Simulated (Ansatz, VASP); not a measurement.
**SnTe: VASP beside Ansatz**

```
Sn Te
1.0
     0.00000    3.15650    3.15650
     3.15650    0.00000    3.15650
     3.15650    3.15650    0.00000
Sn Te
1 1
Direct
  0.00000 0.00000 0.00000
  0.50000 0.50000 0.50000
```

Alike in both runs: task electric field gradients; functional PBEsol; k mesh 11 × 11 × 11; occupations fermi-dirac, width 0.08 eV; no spin polarisation.

|  | VASP | Ansatz |
| --- | --- | --- |
| version | VASP 6.6.1 | Ansatz 0.2.0 |
| potentials or method | VASP PAW PBE potentials, release 64 (Sn_d, Te), cutoff 520 eV | all-electron PAW with datasets made for the crystal, scalar-relativistic |

|  | VASP | Ansatz | Ansatz less VASP |
| --- | --- | --- | --- |
| pressure (GPa) | -0.5 | -0.5 | 0.00 |

VASP's potentials were made for PBE, not for PBEsol. Ansatz ran all-electron here, and VASP with PAW potentials.

Neither program's run includes spin-orbit coupling.
